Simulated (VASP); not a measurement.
Runs of VASP 6.6.1 on ScSi2. The structure is that of space group P6/mmm (No. 191), or close to it. The cells are those of the table. 

| task | cell | k mesh | gap on the mesh (eV) | pressure (GPa) | relaxed volume (Å³/atom) |
| --- | --- | --- | --- | --- | --- |
| relaxation of cell and atoms | relaxed from a = 4.023, b = 4.023, c = 3.634 Å, angles 90.0, 90.0, 120.0°, 3 atoms | 6 × 6 × 6 | none | 0.2 | 16.89 |
| single point | a = 4.034, b = 4.034, c = 3.598 Å, angles 90.0, 90.0, 120.0°, 3 atoms | 6 × 6 × 6 | none | 0.0 | - |
| relaxation of cell and atoms | relaxed from a = 4.017, b = 4.017, c = 3.642 Å, angles 90.0, 90.0, 120.0°, 3 atoms | 6 × 6 × 6 | none | -0.1 | 16.95 |
| single point | a = 4.023, b = 4.023, c = 3.634 Å, angles 90.0, 90.0, 120.0°, 3 atoms | 7 × 7 × 4 | none | 0.1 | - |
| relaxation of cell and atoms | relaxed from a = 3.610, b = 3.610, c = 3.971 Å, angles 90.0, 90.0, 120.0°, 3 atoms | 7 × 7 × 5 | none | 0.0 | (a) |
| single point | a = 4.034, b = 4.034, c = 3.597 Å, angles 90.0, 90.0, 120.0°, 3 atoms | 6 × 6 × 6 | none | 0.0 | - |
| single point | a = 4.017, b = 4.017, c = 3.642 Å, angles 90.0, 90.0, 120.0°, 3 atoms | 7 × 7 × 5 | none | 0.1 | - |

Alike in all rows: level PBE; potentials or basis VASP PAW PBE potentials, release 64 (Sc_sv, Si); no spin polarisation; cutoff (eV) 500; smearing gaussian 0.05 eV.

Problem. Estimate the missing entries.

Solution. (a) 16.98.

Caveats: some runs use coarse meshes.

A gap of «none» marks levels without a gap at the run's occupations.
